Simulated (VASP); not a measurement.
Set up this calculation in VASP 6.6.1, as the native input.

```
Task                   : electric field gradients
Functional             : LDA
Potentials or basis    : VASP PAW LDA potentials, release 64 (La, P)
Cutoff                 : 520 eV
k mesh                 : 10 × 10 × 10
Occupations            : fermi-dirac, width 0.03 eV
Spin                   : no spin polarisation
Dipole correction      : no
Further INCAR settings : ALGO = Normal; EDIFF = 1e-08; NBANDS = 15
```

The structure of LaP lies in POSCAR:

```
LaP
1.0
    0.0000000000      3.0125000000      2.9522500000
    3.0125000000      0.0000000000      2.9522500000
    3.0125000000      3.0125000000      0.0000000000
La P
1 1
Direct
    0.0000000000      0.0000000000      0.0000000000
    0.5000000000      0.5000000000      0.5000000000
```

This cell differs from its parent crystal: zz strain of -2 %.

These files were run (other wordings do the same):

INCAR

```
ALGO = Normal ; EDIFF = 1E-8
ENCUT = 520 ; ISIF = 2
ISMEAR = -1 ; LASPH = T
LCHARG = F ; LEFG = T
LREAL = F ; LWAVE = F
NBANDS = 15 ; NELM = 80
PREC = Accurate ; SIGMA = 0.03
```

KPOINTS

```
k-points
0
Gamma
  10 10 10
```

Potentials or basis: VASP PAW LDA potentials, release 64 (La, P).

The run is started by

```bash
$ cat potpaw_LDA.64/La/POTCAR potpaw_LDA.64/P/POTCAR > POTCAR
$ mpirun -np 1 vasp_std > vasp.out
```

Results of the run:

The pressure is -1.8 GPa and the band gap on the k mesh is zero (bands 8 and 9 overlap by 0.26 eV). The largest electric field gradient by atom is La -30.5; P -6.1 V/Å².

Caveat: the cell differs from its parent crystal (zz strain of -2 %); without QUAD_EFG the Cq values of the log hold for a quadrupole moment of 1 mb, not for the nuclei; spin-orbit coupling is left out, which moves the levels of the heavy elements.

Run time: 120 s on 1 thread of Intel Xeon 8259CL, with other jobs on the host, peak memory 0.23 GiB.
